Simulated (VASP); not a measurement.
MgO: single point with PBE

MgO:

```
CELL_PARAMETERS angstrom
3.52072 0.00000 0.00000
-1.76036 3.04903 0.00000
0.00000 0.00000 4.23827
ATOMIC_POSITIONS crystal
Mg 0.66667 0.33333 0.75000
Mg 0.33333 0.66667 0.25000
O 0.66667 0.33333 0.25000
O 0.33333 0.66667 0.75000
```

```yaml
Program: VASP 6.6.1
Task: single point
Functional: PBE
Potentials_or_basis: VASP PAW PBE potentials, release 64 (Mg, O)
Cutoff: 600 eV
k_mesh: 6 × 6 × 6
Occupations: gaussian, width 0.02 eV
Spin: no spin polarisation
Dipole_correction: no
Further_INCAR_settings: ALGO = Normal; EDIFF = 1e-06; NBANDS = 16
```

The pressure is -0.7 GPa and the band gap on the k mesh is 3.26 eV, direct.

Stress tensor (GPa, compression positive):
```
-0.64  0.00  0.00
 0.00 -0.64  0.00
 0.00  0.00 -0.79
```

Levels at points of the mesh, in eV from the valence-band top:
```tsv
k point	band 6	band 7	band 8	band 9	band 10	band 11
(0.00, 0.00, 0.00)	-0.77	-0.77	0.00	3.26	9.19	11.94
(0.50, 0.00, 0.00)	-1.93	-1.25	-0.52	6.90	8.74	9.73
(0.00, 0.00, 0.50)	-1.24	-1.24	-1.24	6.28	6.28	12.70
(0.50, 0.00, 0.50)	-1.49	-0.78	-0.78	7.20	7.20	11.59
```

It took 9.4 s on 1 thread of Intel(R) Xeon(R) 6975P-C (Granite Rapids), on a shared host, peak memory 0.18 GiB.
